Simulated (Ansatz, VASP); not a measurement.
## InP: VASP beside Ansatz

POSCAR

```
InP
1.0
    0.0000000000      2.7688340000      2.7688340000
    2.7688340000      0.0000000000      2.7688340000
    2.7688340000      2.7688340000      0.0000000000
In P
1 1
Direct
    0.0000000000      0.0000000000      0.0000000000
    0.5000000000      0.5000000000      0.5000000000
```

INCAR.step1

```
SYSTEM = InP
ALGO = Normal
EDIFF = 1E-5
ENCUT = 520
GGA = PE
ISIF = 2
ISMEAR = -1
LASPH = .True.
LREAL = .False.
LWAVE = .True.
NBANDS = 16
NELM = 100
PREC = Accurate
SIGMA = 0.05
```

File INCAR.step2:

```
SYSTEM = InP
AEXX = 0.25
ALGO = Normal
EDIFF = 1E-6
ENCUT = 520
GGA = PE
HFSCREEN = 0.1
ISIF = 2
ISMEAR = -1
ISTART = 1
LASPH = .True.
LCHARG = .True.
LELF = .True.
LHFCALC = .True.
LREAL = .False.
LVHAR = .True.
LWAVE = .False.
NBANDS = 16
NELM = 100
PREC = Accurate
PRECFOCK = Normal
SIGMA = 0.05
```

KPOINTS

```
k-points
0
Gamma
  4 4 4
  0 0 0
```

File input.yaml:

```yaml
crystal:
  lattice:
    - [0.0, 2.768834, 2.768834]
    - [2.768834, 0.0, 2.768834]
    - [2.768834, 2.768834, 0.0]
  atoms:
    - { symbol: In, position: [0.0, 0.0, 0.0] }
    - { symbol: P, position: [0.5, 0.5, 0.5] }
hamiltonian:
  xc: { exchange: pbe, correlation: pbe, exx: { coeff: 0.25, omega: 0.1 } }
  pseudopotentials: { kind: paw }
kpoints:
  mp_grid: { grid: [4, 4, 4] }
scf:
  occupations: { method: fermi_dirac, width: 0.05 }
output:
  forces: true
  stress: true
  eigenvalues: true
```

Alike in both runs: task single point; functional PBE-based screened hybrid with a share of 0.25 of exact exchange and HFSCREEN = 0.1; k mesh 4 × 4 × 4; occupations fermi-dirac, width 0.05 eV; no spin polarisation.

|  | VASP | Ansatz |
| --- | --- | --- |
| version | VASP 6.6.1 | Ansatz 0.2.0 |
| potentials or method | VASP PAW PBE potentials, release 64 (In_d, P) | Ansatz PAW |
| plane-wave cutoff (eV) | 520 | 420 |
| valence electrons in the cell | 18 | 18 |

```csv
,VASP,Ansatz,Ansatz less VASP
gap on the k mesh at the Fermi level (eV),none,none,-
pressure (GPa),-3.0,-2.8,+0.20
```

VASP's potentials were made for PBE, not for PBE-based screened hybrid. A gap of «none» marks a metal or a gap that the smearing closes. With one functional, cell and mesh, what is left measures potentials, basis and numerics.

The k mesh is coarse, so the values compare programs but aren't converged.
